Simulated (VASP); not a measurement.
Au: single point with PBE

Au:

```
Au
1.0
     0.00000    2.10686    2.07618
     2.10686    0.00000    2.07618
     2.10686    2.10686    0.00000
Au
1
Direct
  0.00000 0.00000 0.00000
```

This cell differs from its parent crystal: strain +0.030 along x and y, +0.015 along z.

- Program: VASP 6.6.1
- Task: single point
- Functional: PBE
- Potentials or basis: VASP PAW PBE potentials, release 64 (Au)
- Cutoff: 520 eV
- k mesh: 20 × 20 × 20
- Occupations: gaussian, width 0.15 eV
- Spin: no spin polarisation
- Dipole correction: no
- Further INCAR settings: ALGO = Fast; EDIFF = 1e-07; NBANDS = 12

```
Pressure               : -3.5 GPa
Band gap on the k mesh : zero (an odd number of electrons rules out a gap without spin polarisation)
```

Stress tensor (GPa, compression positive):
```
-3.56  0.00  0.00
 0.00 -3.56  0.00
 0.00  0.00 -3.25
```

Levels at points of the mesh, in eV from the Fermi level:
| k point | band 3 | band 4 | band 5 | band 6 | band 7 | band 8 | band 9 | band 10 |
| --- | --- | --- | --- | --- | --- | --- | --- | --- |
| (0.00, 0.00, 0.00) | -4.30 | -4.19 | -3.01 | -2.88 | 14.63 | 18.11 | 18.11 | 18.31 |
| (0.50, 0.00, 0.00) | -4.24 | -1.93 | -1.87 | -0.57 | 2.70 | 14.05 | 16.40 | 16.74 |
| (0.50, 0.50, 0.00) | -1.94 | -1.61 | -1.61 | 1.43 | 5.41 | 9.65 | 9.65 | 16.26 |
| (0.50, 0.00, 0.50) | -1.94 | -1.67 | -1.58 | 1.19 | 5.09 | 9.89 | 9.90 | 16.48 |

It took 2.5 min on 1 thread of Intel Xeon 8259CL, on a shared host, peak memory 0.26 GiB.

Caveat: the cell differs from its parent crystal (strain +0.030 along x and y, +0.015 along z); the cell stands under tension; spin-orbit coupling is left out, which moves the levels of the heavy elements.
